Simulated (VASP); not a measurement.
Runs of VASP 6.6.1 on TaN. The structure is that of space group P6_3mc (No. 186), or close to it. The cells are those of the table. 

| potentials or basis | cell | cutoff (eV) | gap on the mesh (eV) | pressure (GPa) | largest force (eV/Å) |
| --- | --- | --- | --- | --- | --- |
| VASP PAW PBE potentials, release 64 (Ta_pv, N) | a = 2.959, b = 2.959, c = 5.088 Å, angles 90.0, 90.0, 120.0°, 4 atoms | 520 | none | 158.9 | 5.63 |
| VASP PAW PBE potentials, release 64 (Ta_pv, N) | a = 3.050, b = 3.050, c = 4.792 Å, angles 90.0, 90.0, 120.0°, 4 atoms | 520 | none | 151.0 | 0.66 |
| VASP PAW PBE potentials, release 64 (Ta_pv, N) | a = 2.959, b = 2.959, c = 4.866 Å, angles 90.0, 90.0, 120.0°, 4 atoms | 520 | none | 192.8 | 3.58 |
| VASP PAW PBE potentials, release 64 (Ta_pv, N) | a = 3.004, b = 3.004, c = 4.792 Å, angles 90.0, 90.0, 120.0°, 4 atoms | 520 | none | 176.8 | 1.60 |
| VASP PAW PBE potentials, release 64 (Ta_pv, N) | a = 2.959, b = 2.959, c = 5.014 Å, angles 90.0, 90.0, 120.0°, 4 atoms | 520 | none | 169.4 | 5.05 |
| VASP PAW PBE potentials, release 64 (Ta_pv, N) | a = 3.142, b = 3.142, c = 5.088 Å, angles 90.0, 90.0, 120.0°, 4 atoms | 520 | none | 73.9 | 2.06 |
| VASP PAW PBE potentials, release 64 (Ta_sv_GW, N) | a = 3.142, b = 3.142, c = 4.792 Å, angles 90.0, 90.0, 120.0°, 4 atoms | 700 | none | (b) | 0.85 |
| VASP PAW PBE potentials, release 64 (Ta_pv, N) | a = 3.004, b = 3.004, c = 4.940 Å, angles 90.0, 90.0, 120.0°, 4 atoms | 520 | none | (a) | 3.30 |
| VASP PAW PBE potentials, release 64 (Ta_pv, N) | a = 2.959, b = 2.959, c = 4.792 Å, angles 90.0, 90.0, 120.0°, 4 atoms | 520 | none | 206.1 | 2.67 |
| VASP PAW PBE potentials, release 64 (Ta_pv, N) | a = 2.959, b = 2.959, c = 4.940 Å, angles 90.0, 90.0, 120.0°, 4 atoms | 520 | none | 180.7 | 4.37 |

Alike in all rows: task single point; level PBEsol; no spin polarisation; k mesh 18 × 18 × 10; smearing gaussian 0.15 eV.

Q: Fill in the values left out.

A: (a) 153.5; (b) 106.3.

Caveats: the PAW data sets were made with another functional, which shifts forces and pressure a little; spin-orbit coupling is left out, which moves the levels of the heavy elements; the stress differs along the axes, from 116 to 181 GPa (at least some runs); the stress differs along the axes, from 144 to 154 GPa (at least some runs); the stress differs along the axes, from 162 to 208 GPa (at least some runs); the stress differs along the axes, from 161 to 185 GPa (at least some runs); the stress differs along the axes, from 130 to 189 GPa (at least some runs).

A k mesh can miss the band edges, and the runs leave out spin-orbit coupling on Ta.

A gap of «none» marks levels without a gap at the run's occupations.

The runs don't all hold the same shells in valence.
